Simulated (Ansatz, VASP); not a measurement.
One calculation of SiC, two programs

INCAR

```
SYSTEM = SiC
ALGO = Normal ; EDIFF = 1E-6
ENCUT = 520 ; GGA = PE
ISIF = 2 ; ISMEAR = 0
LASPH = .TRUE. ; LCHARG = .TRUE.
LELF = .TRUE. ; LREAL = .FALSE.
LVHAR = .TRUE. ; LWAVE = .FALSE.
NBANDS = 16 ; NELM = 100
PREC = Accurate ; SIGMA = 0.05
```

Contents of KPOINTS:

```
k-points
0
G
  12 12 6
  0 0 0
```

File POSCAR:

```
SiC
1.0
    3.0759982064      0.0000000000      0.0000000000
   -1.5379991032      2.6638925888      0.0000000000
    0.0000000000      0.0000000000      5.0480000000
Si C
2 2
Direct
    0.3333333333      0.6666666667      0.0000000000
    0.6666666667      0.3333333333      0.5000000000
    0.3414607763      0.6666666667      0.3850000000
    0.6666666667      0.3333333333      0.8850000000
```

Input for Ansatz:

```yaml
crystal:
  lattice:
    - [3.0759982064, 0.0, 0.0]
    - [-1.5379991032, 2.6638925888, 0.0]
    - [0.0, 0.0, 5.048]
  atoms:
    - { symbol: Si, position: [0.3333333333, 0.6666666667, 0.0] }
    - { symbol: Si, position: [0.6666666667, 0.3333333333, 0.5] }
    - { symbol: C, position: [0.3414607763, 0.6666666667, 0.385] }
    - { symbol: C, position: [0.6666666667, 0.3333333333, 0.885] }
basis:
  ecutwfc: 420
kpoints:
  mp_grid: { grid: [12, 12, 6] }
hamiltonian:
  xc: pbe
scf:
  occupations: { method: gaussian, width: 0.05 }
output:
  forces: true
  stress: true
  eigenvalues: true
  write_density: true
  write_potential: true
  elf: true
  volumetric_format: npy
```

Alike in both runs: task single point; functional PBE; k mesh 12 × 12 × 6; occupations gaussian, width 0.05 eV; no spin polarisation.

|  | VASP | Ansatz |
| --- | --- | --- |
| version | VASP 6.6.1 | Ansatz 0.2.0 |
| potentials or method | VASP PAW PBE potentials, release 64 (Si, C), cutoff 520 eV | scalar-relativistic, plane waves, PAW |
| valence electrons in the cell | 16 | 16 |

```tsv
	VASP	Ansatz	Ansatz less VASP
gap on the k mesh at the Fermi level (eV)	2.32	2.32	+0.003
least direct gap on the mesh (eV)	4.05	4.06	+0.004
pressure (GPa)	3.7	3.7	+0.05
traceless stress, the component that is largest in VASP (GPa)	-3.26	-3.28	-0.021
rms of the force components (eV/Å)	0.485	0.485	0.0000
```

Atom by atom the forces differ by 0.000 eV/Å (rms over components).
